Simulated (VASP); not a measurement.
A run of VASP 6.6.1 is set up as follows.

INCAR

```
SYSTEM = Ir
PREC = Accurate ; ENCUT = 520
EDIFF = 1E-6 ; ISMEAR = -1
SIGMA = 0.08 ; LREAL = .False.
LASPH = .True. ; NELM = 100
ALGO = Normal ; ISIF = 2
LWAVE = .False. ; LCHARG = .False.
GGA = CA ; NBANDS = 10
```

File KPOINTS:

```
regular mesh
0
Gamma
  20 20 20
  0 0 0
```

The input POSCAR:

```
Ir
1.0
   -1.4086968972      1.4086968972      1.4086968972
    1.4086968972     -1.4086968972      1.4086968972
    1.4086968972      1.4086968972     -1.4086968972
Ir
1
Direct
    0.0000000000      0.0000000000      0.0000000000
```

Potentials or basis: VASP PAW LDA potentials, release 64 (Ir).

Command:

```bash
$ cat potpaw_LDA.64/Ir/POTCAR > POTCAR
$ mpirun -np 1 vasp_std > vasp.out
```

Estimate the band gap on the k mesh.

zero (an odd number of electrons rules out a gap without spin polarisation).

What does it give for the pressure?

170.4 GPa.

Caveat: the cell stands under pressure; spin-orbit coupling is left out, which moves the levels of the heavy elements.
